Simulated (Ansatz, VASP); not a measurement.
**One calculation of AlSn, two programs**

```
CELL_PARAMETERS angstrom
4.12211 0.00000 0.00000
-2.06105 3.56985 0.00000
0.00000 0.00000 3.24698
ATOMIC_POSITIONS crystal
Al 0.00000 0.00000 0.00000
Sn 0.33333 0.66667 0.50000
```

Alike in both runs: task single point; functional PBE; k mesh 8 × 8 × 9; no spin polarisation.

|  | VASP | Ansatz |
| --- | --- | --- |
| version | VASP 6.6.1 | Ansatz 0.2.0 |
| potentials or method | VASP PAW PBE potentials, release 64 (Al, Sn_d), cutoff 520 eV | plane waves, PAW |
| occupations | methfessel-paxton of order 1, width 0.1 eV | cold, width 0.1 eV |
| valence electrons in the cell | 17 | 17 |

Ansatz gave:

| Property | Result |
| --- | --- |
| pressure (GPa) | 3.0 |
| traceless stress, the component that is largest in VASP (GPa) | -1.68 |

Question: Which values does VASP return?

Answer: Pressure (GPa): 2.8; traceless stress, the component that is largest in VASP (GPa): -1.85.

Ansatz's warnings: stress scf threshold loose.
